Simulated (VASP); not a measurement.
Set up this calculation in VASP 6.6.1, as the native input.

* Task: relaxation of cell and atoms
* Functional: PBE
* Dispersion: D4
* Potentials or basis: VASP PAW PBE potentials, release 64 (Si)
* Cutoff: 500 eV
* k mesh: 13 × 13 × 13
* Occupations: methfessel-paxton, width 0.05 eV
* Spin: no spin polarisation
* Dipole correction: no
* Further INCAR settings: ALGO = Normal; EDIFF = 1e-07; IBRION = 2; EDIFFG = -0.01; NSW = 50; ISIF = 3

The structure of Si lies in POSCAR:

```
Si
1.0
   -1.6269150000      1.6269150000      1.3203300000
    1.6269150000     -1.6269150000      1.3203300000
    1.6269150000      1.6269150000     -1.3203300000
Si
1
Direct
    0.0000000000      0.0000000000      0.0000000000
```

The input as run:

INCAR

```
PREC     = Accurate       # precision mode
ENCUT    = 500            # plane-wave cutoff, eV
EDIFF    = 1E-7           # SCF threshold, eV
ISMEAR   = 1              # smearing method
SIGMA    = 0.05           # smearing width, eV
LREAL    = F              # projectors in reciprocal space
LASPH    = T              # aspherical terms in the spheres
NELM     = 120            # most SCF steps
ALGO     = Normal         # electronic algorithm
ISIF     = 3              # what is computed and relaxed
LWAVE    = F              # write WAVECAR
LCHARG   = F              # write CHGCAR
GGA      = PE             # functional
IVDW     = 13             # dispersion correction
IBRION   = 2              # ionic algorithm
NSW      = 50             # ionic steps
EDIFFG   = -0.01          # ionic threshold
GGA_COMPAT= F            
NELMIN   = 4
```

KPOINTS

```
regular mesh
0
Gamma
  13 13 13
```

Potentials or basis: VASP PAW PBE potentials, release 64 (Si).

Launch:

```console
$ cat potpaw_PBE.64/Si/POTCAR > POTCAR
$ mpirun -np 1 vasp_std > vasp.out
```

It gave:

| Quantity | Value |
| --- | --- |
| Relaxed volume | 13.80 Å³/atom |
| Relaxed cell | a = 2.652 Å, b = 2.652 Å, c = 2.652 Å, α = 103.40°, β = 103.40°, γ = 122.44° |
| Space group after relaxing (to 0.1 Å) | I4/mmm (No. 139) |
| Energy gained by relaxing | 10.0 meV/atom |
| Ionic steps | 9 |
| Pressure after relaxing | 0.1 GPa |
| Band gap on the k mesh | zero (bands 2 and 3 overlap by 13.10 eV) |
| Dispersion energy per atom | -0.462 eV |

Run time: 44 s on 1 thread of Intel(R) Xeon(R) Platinum 8488C (Sapphire Rapids), on a shared host, peak memory 0.13 GiB.
